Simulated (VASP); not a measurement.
# BaMo2 (F-43m) in VASP: a series of runs, part 3 of 3

VASP 6.6.1. The steps go on from the part before.

## (5) Relaxation of cell and atoms, PBE

This run uses another cell than the first one, of 28.25 Å³/atom, 1.186 times its volume.

File INCAR:

```
SYSTEM = BaMo2
PREC = Accurate
ENCUT = 600
EDIFF = 1E-6
ISMEAR = 0
SIGMA = 0.1
LREAL = .False.
LASPH = .True.
NELM = 100
ALGO = Normal
ISIF = 3
LWAVE = .False.
LCHARG = .False.
GGA = PE
IBRION = 2
NSW = 90
EDIFFG = -0.04
```

File KPOINTS:

```
Automatic mesh
0
Gamma
  4 4 4
  0 0 0
```

File POSCAR:

```
BaMo2
1.0
    0.0000000000      3.4864352300      3.4864352300
    3.4864352300      0.0000000000      3.4864352300
    3.4864352300      3.4864352300      0.0000000000
Ba Mo
1 2
Direct
    0.2500000000      0.2500000000      0.2500000000
    0.5000000000      0.5000000000      0.5000000000
    0.7500000000      0.7500000000      0.7500000000
```

Potentials or basis: VASP PAW PBE potentials, release 64 (Ba_sv, Mo_sv).

On the command line:

```console
$ cat potpaw_PBE.64/Ba_sv/POTCAR potpaw_PBE.64/Mo_sv/POTCAR > POTCAR
$ mpirun -np 1 vasp_std > vasp.out
```

OUTCAR:

```text
SYSTEM = BaMo2
   PREC = Accurate
   ENCUT = 600
   EDIFF = 1E-6
   ISMEAR = 0
   LREAL = .False.
   LASPH = .True.
   NELM = 100
   ISIF = 3
   GGA = PE
   IBRION = 2
   NSW = 90
   EDIFFG = -0.04

 ion  position               nearest neighbor table
   1  0.250  0.250  0.250-   2 3.02   2 3.02   2 3.02   2 3.02   3 3.49   3 3.49   3 3.49   3 3.49
                             3 3.49   3 3.49
   2  0.500  0.500  0.500-   1 3.02   1 3.02   1 3.02   1 3.02   3 3.02   3 3.02   3 3.02   3 3.02

   3  0.750  0.750  0.750-   2 3.02   2 3.02   2 3.02   2 3.02   1 3.49   1 3.49   1 3.49   1 3.49
                             1 3.49   1 3.49

  LATTYP: Found a face centered cubic cell.
 ALAT       =     6.9728704600

  Lattice vectors:

 A1 = (   0.0000000000,   3.4864352300,   3.4864352300)
 A2 = (   3.4864352300,   0.0000000000,   3.4864352300)
 A3 = (   3.4864352300,   3.4864352300,   0.0000000000)

Analysis of symmetry for initial positions (statically):
=====================================================================
 Subroutine PRICEL returns:
 Original cell was already a primitive cell.

 Routine SETGRP: Setting up the symmetry group for a
 face centered cubic supercell.

[... 141 lines left out ...]

--------------------------------------- Ionic step        1  -------------------------------------------

 number of electron      37.9999999 magnetization

 Free energy of the ion-electron system (eV)
  ---------------------------------------------------
  ext. energy  EPLUGINS =         0.00000000
  ---------------------------------------------------
  free energy    TOTEN  =       -18.69287381 eV

  energy without entropy =      -18.65949331  energy(sigma->0) =      -18.67618356

------------------------ aborting loop because EDIFF is reached ----------------------------------------

  FORCE on cell =-STRESS in cart. coord.  units (eV):
  Direction    XX          YY          ZZ          XY          YZ          ZX
  --------------------------------------------------------------------------------------
  -------------------------------------------------------------------------------------
  Total       -4.0728620     -4.0728620     -4.0728620      0.0000000      0.0000000     -0.0000000
  in kB      -76.9902055    -76.9902055    -76.9902055      0.0000000      0.0000000     -0.0000000
  external PRESSURE =     -76.9902055 kB  Pullay stress =       0.0000000 kB
[... 61 lines left out ...]
--------------------------------------- Ionic step        3  -------------------------------------------

 number of electron      37.9999999 magnetization

 Free energy of the ion-electron system (eV)
  ---------------------------------------------------
  ext. energy  EPLUGINS =         0.00000000
  ---------------------------------------------------
  free energy    TOTEN  =       -18.97840234 eV

  energy without entropy =      -18.94301946  energy(sigma->0) =      -18.96071090

 E-fermi :   6.3017     XC(G=0): -10.7734

 val. band max:        6.2891995596   @ k =  -0.2500   0.2500   0.0000
 cond. band min:       6.3602837927   @ k =   0.5000   0.5000   0.0000
 fundamental gap:      0.0710842331
 Fermi energy:         6.3017348466

 k-point     1 :       0.0000    0.0000    0.0000
  band No.  band energies     occupation
      1     -54.4003      2.00000
      2     -54.2331      2.00000
      3     -28.5840      2.00000
      4     -28.5840      2.00000
      5     -28.5840      2.00000
      6     -28.2889      2.00000
[... 227 lines left out ...]
  FREE ENERGIE OF THE ION-ELECTRON SYSTEM (eV)
  ---------------------------------------------------
  free  energy   TOTEN  =       -18.9784023439 eV

  energy  without entropy=      -18.9430194557  energy(sigma->0) =      -18.96071090

 reached required accuracy - stopping structural energy minimisation
```

OSZICAR:

```text
N       E                     dE             d eps       ncg     rms          rms(c)
DAV:   1     0.399833636551E+03    0.39983E+03   -0.24112E+04   392   0.175E+03
DAV:   2    -0.117514749854E+01   -0.40101E+03   -0.39717E+03   417   0.456E+02
DAV:   3    -0.199355960910E+02   -0.18760E+02   -0.18614E+02   530   0.845E+01
[... 33 lines left out ...]
DAV:   6    -0.189763203460E+02   -0.11979E-02   -0.64014E-03   447   0.494E-01    0.303E-01
DAV:   7    -0.189783932704E+02   -0.20729E-02   -0.16365E-03   469   0.227E-01    0.565E-02
DAV:   8    -0.189783993511E+02   -0.60807E-05   -0.27515E-04   502   0.944E-02    0.214E-02
DAV:   9    -0.189784021690E+02   -0.28179E-05   -0.22040E-05   428   0.328E-02    0.727E-03
DAV:  10    -0.189784023439E+02   -0.17492E-06   -0.48072E-06   332   0.136E-02
   3 F= -.18978402E+02 E0= -.18960711E+02  d E =-.285529E+00
```

CONTCAR:

```text
BaMo2
   1.00000000000000
     0.0000000000000000    3.3350306185926066    3.3350306185926066
     3.3350306185926066    0.0000000000000000    3.3350306185926066
     3.3350306185926066    3.3350306185926066    0.0000000000000000
  Ba              Mo
     1     2
Direct
     0.2500000000000000    0.2500000000000000    0.2500000000000000
     0.5000000000000000    0.5000000000000000    0.5000000000000000
     0.7500000000000000    0.7500000000000000    0.7500000000000000

  0.00000000E+00  0.00000000E+00  0.00000000E+00
  0.00000000E+00  0.00000000E+00  0.00000000E+00
  0.00000000E+00  0.00000000E+00  0.00000000E+00
```

It used 62 s of CPU time on 1 thread of Intel(R) Xeon(R) Platinum 8488C (Sapphire Rapids), on a shared host.

What came out:

```yaml
Free_energy: -18.9784 eV
Relaxed_volume: 24.73 Å³/atom
Relaxed_cell: a = 4.716 Å, b = 4.716 Å, c = 4.716 Å, α = 60.00°, β = 60.00°, γ = 60.00°
Space_group_after_relaxing_to_0.05_Å: F-43m (No. 216)
Energy_gained_by_relaxing: 95.2 meV/atom
Ionic_steps: 3
Pressure_after_relaxing: -0.1 GPa
Band_gap_on_the_k_mesh: zero (band 19 reaches 6.46 eV, above the bottom of band 20 at 6.25 eV)
```

Step by step:
```
step  energy change (eV)  largest force (eV/Å)  pressure (GPa)  volume (Å³)
   1              0.0000                0.0000           -7.70        84.76
   2             -0.1962                0.0000            6.20        69.17
   3             -0.2855                0.0000           -0.09        74.19
```

Final structure:
```yaml
crystal:
  lattice:
    - [0.00000, 3.33503, 3.33503]
    - [3.33503, 0.00000, 3.33503]
    - [3.33503, 3.33503, 0.00000]
  atoms:
    - { symbol: Ba, position: [0.25000, 0.25000, 0.25000] }
    - { symbol: Mo, position: [0.50000, 0.50000, 0.50000] }
    - { symbol: Mo, position: [0.75000, 0.75000, 0.75000] }
```

Levels at points of the mesh, in eV from the Fermi level:
```tsv
k point	band 15	band 16	band 17	band 18	band 19	band 20	band 21	band 22	band 23
(0.00, 0.00, 0.00)	-2.72	-1.40	-1.40	-1.40	-0.06	-0.06	-0.06	1.83	1.83
(0.50, 0.00, 0.00)	-1.78	-1.51	-1.23	-1.23	-0.90	0.28	0.28	1.03	1.03
(0.50, 0.50, 0.00)	-1.55	-1.55	-1.24	-0.93	-0.35	0.06	1.12	1.12	2.27
```

Caveat: the k points lie up to 0.41 Å⁻¹ apart in the final cell; spin-orbit coupling is left out, which moves the levels of the heavy elements.

## (6) Single point, PBE

This run uses another cell than the first one, of 28.25 Å³/atom, 1.186 times its volume.

File INCAR:

```
SYSTEM = BaMo2
ALGO     = Normal         ! electronic algorithm
EDIFF    = 1E-6           ! SCF threshold, eV
ENCUT    = 520            ! plane-wave cutoff, eV
GGA      = PE             ! functional
ISIF     = 2              ! what is computed and relaxed
ISMEAR   = 0              ! smearing method
LASPH    = .TRUE.         ! aspherical terms in the spheres
LCHARG   = .FALSE.        ! write CHGCAR
LREAL    = .FALSE.        ! projectors in reciprocal space
LWAVE    = .FALSE.        ! write WAVECAR
NBANDS   = 26             ! bands
NELM     = 100            ! most SCF steps
PREC     = Accurate       ! precision mode
SIGMA    = 0.1            ! smearing width, eV
```

File KPOINTS:

```
k-points
0
G
  4 4 4
  0 0 0
```

POSCAR is that of step 5.

Potentials or basis: VASP PAW PBE potentials, release 64 (Ba_sv, Mo_sv).

On the command line:

```console
$ cat potpaw_PBE.64/Ba_sv/POTCAR potpaw_PBE.64/Mo_sv/POTCAR > POTCAR
$ mpirun -np 1 vasp_std > vasp.out
```

It used 24 s of CPU time on 1 thread of Intel(R) Xeon(R) Platinum 8488C (Sapphire Rapids), on a shared host.

It converged, with:

```
Free energy            : -18.6934 eV
Pressure               : -7.7 GPa
Band gap on the k mesh : zero (band 19 reaches 5.19 eV, above the bottom of band 20 at 4.93 eV)
```

Levels at points of the mesh, in eV from the Fermi level:
| k point | band 17 | band 18 | band 19 | band 20 | band 21 | band 22 |
| --- | --- | --- | --- | --- | --- | --- |
| (0.00, 0.00, 0.00) | -1.11 | -1.11 | -0.02 | -0.02 | -0.02 | 1.60 |
| (0.50, 0.00, 0.00) | -0.99 | -0.99 | -0.72 | 0.29 | 0.29 | 0.95 |
| (0.50, 0.50, 0.00) | -1.14 | -0.63 | -0.20 | -0.12 | 1.06 | 1.06 |

Caveat: the k points lie up to 0.39 Å⁻¹ apart; spin-orbit coupling is left out, which moves the levels of the heavy elements.

## (7) The runs side by side

| task | cell | k mesh | cutoff (eV) | gap on the mesh (eV) | pressure (GPa) | relaxed volume (Å³/atom) |
| --- | --- | --- | --- | --- | --- | --- |
| single point | a = 4.658 Å, angles 60.0°, 3 atoms | 12 × 12 × 12 | 520 | none | 2.5 | - |
| relaxation of cell and atoms | relaxed from a = 4.661 Å, angles 60.0°, 3 atoms | 12 × 12 × 12 | 600 | none | 0.0 | 24.53 |
| single point | a = 4.661 Å, angles 60.0°, 3 atoms | 4 × 4 × 4 | 520 | none | 2.9 | - |
| relaxation of cell and atoms | relaxed from a = 4.931 Å, angles 60.0°, 3 atoms | 4 × 4 × 4 | 600 | none | -0.1 | 24.73 |
| single point | a = 4.931 Å, angles 60.0°, 3 atoms | 4 × 4 × 4 | 520 | none | -7.7 | - |

Alike in all rows: level PBE; potentials or basis VASP PAW PBE potentials, release 64 (Ba_sv, Mo_sv); no spin polarisation; smearing gaussian 0.1 eV.

Caveats: some runs use coarse meshes; spin-orbit coupling is left out, which moves the levels of the heavy elements.

Total energies depend on the potentials used, so only differences within one code and one set of settings carry meaning.
